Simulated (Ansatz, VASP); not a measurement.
One calculation of NiO, two programs

File INCAR:

```
PREC = Accurate ; ENCUT = 520
EDIFF = 1E-7 ; ISMEAR = 0
SIGMA = 0.05 ; LREAL = False
LASPH = True ; NELM = 150
ALGO = Normal ; ISIF = 2
LWAVE = False ; LCHARG = True
LMAXMIX = 4 ; LDAU = True
LDAUTYPE = 2 ; LDAUL = 2 -1
LDAUU = 6.2 0 ; LDAUJ = 0 0
LDAUPRINT = 1 ; GGA = PE
LELF = True ; LVHAR = True
NBANDS = 15
```

File KPOINTS:

```
regular mesh
0
Gamma
  10 10 10
```

Contents of POSCAR:

```
NiO
1.0
    0.0000000000      2.3247345634      2.3247345634
    2.3247345634      0.0000000000      2.3247345634
    2.3247345634      2.3247345634      0.0000000000
Ni O
1 1
Direct
    0.0000000000      0.0000000000      0.0000000000
    0.2500000000      0.2500000000      0.2500000000
```

Input for Ansatz:

```yaml
crystal:
  lattice:
    - [0.0, 2.3247345634, 2.3247345634]
    - [2.3247345634, 0.0, 2.3247345634]
    - [2.3247345634, 2.3247345634, 0.0]
  atoms:
    - { symbol: Ni, position: [0.0, 0.0, 0.0] }
    - { symbol: O, position: [0.25, 0.25, 0.25] }
basis:
  ecutwfc: 420
  ecutrho_ratio: 4
kpoints:
  mp_grid: { grid: [10, 10, 10] }
hamiltonian:
  xc: pbe
  hubbard: { sites: [{ species: Ni, l: d, u_eff: 6.2 }] }
scf:
  occupations: { method: gaussian, width: 0.05 }
output:
  forces: true
  stress: true
  eigenvalues: true
  populations: true
  hubbard: { sites: [{ species: Ni, l: d }] }
```

Alike in both runs: task single point; functional PBE; k mesh 10 × 10 × 10; occupations gaussian, width 0.05 eV; no spin polarisation; Hubbard terms Ni d U = 6.2 eV.

|  | VASP | Ansatz |
| --- | --- | --- |
| version | VASP 6.6.1 | Ansatz 0.2.0 |
| potentials or method | VASP PAW PBE potentials, release 64 (Ni, O), cutoff 520 eV | scalar-relativistic, plane waves, PAW |
| valence electrons in the cell | 16 | 24 |

|  | VASP | Ansatz | Ansatz less VASP |
| --- | --- | --- | --- |
| gap on the k mesh at the Fermi level (eV) | none | none | - |
| pressure (GPa) | -21.2 | -15.2 | +5.99 |

The programs project onto different local orbitals, so the same U acts differently, and such runs can settle in different states. A gap of «none» marks a metal or a gap that the smearing closes. VASP's potentials hold 16 valence electrons a cell and Ansatz's 24, so a difference there can come from the potentials and not from the codes. Ansatz's warnings: filled band counts differ across k points.
